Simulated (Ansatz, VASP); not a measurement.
**Os in VASP and in Ansatz**

```
CELL_PARAMETERS angstrom
2.74613 0.00000 0.00000
-1.37307 2.37822 0.00000
0.00000 0.00000 4.32631
ATOMIC_POSITIONS crystal
Os 0.33333 0.66667 0.25000
Os 0.66667 0.33333 0.75000
```

Alike in both runs: task single point; functional PBE; dispersion D3(BJ); k mesh 9 × 9 × 4; occupations gaussian, width 0.1 eV; no spin polarisation.

```csv
,VASP,Ansatz
version,VASP 6.6.1,Ansatz 0.2.0
potentials or method,"VASP PAW PBE potentials, release 64 (Os), cutoff 600 eV","scalar-relativistic, plane waves, PAW"
valence electrons in the cell,16,32
```

Ansatz gave:

```
gap on the k mesh at the Fermi level (eV)                     : none
pressure (GPa)                                                : -3.3
traceless stress, the component that is largest in VASP (GPa) : 0.99
```

Task: Which values does VASP return?

Result: gap on the k mesh at the Fermi level (eV): none; pressure (GPa): -3.3; traceless stress, the component that is largest in VASP (GPa): 0.87.

A gap of «none» marks a metal or a gap that the smearing closes. VASP's potentials hold 16 valence electrons a cell and Ansatz's 32, so a difference there can come from the potentials and not from the codes.

The k mesh is coarse, so the values compare programs but aren't converged. Spin-orbit coupling is off throughout.
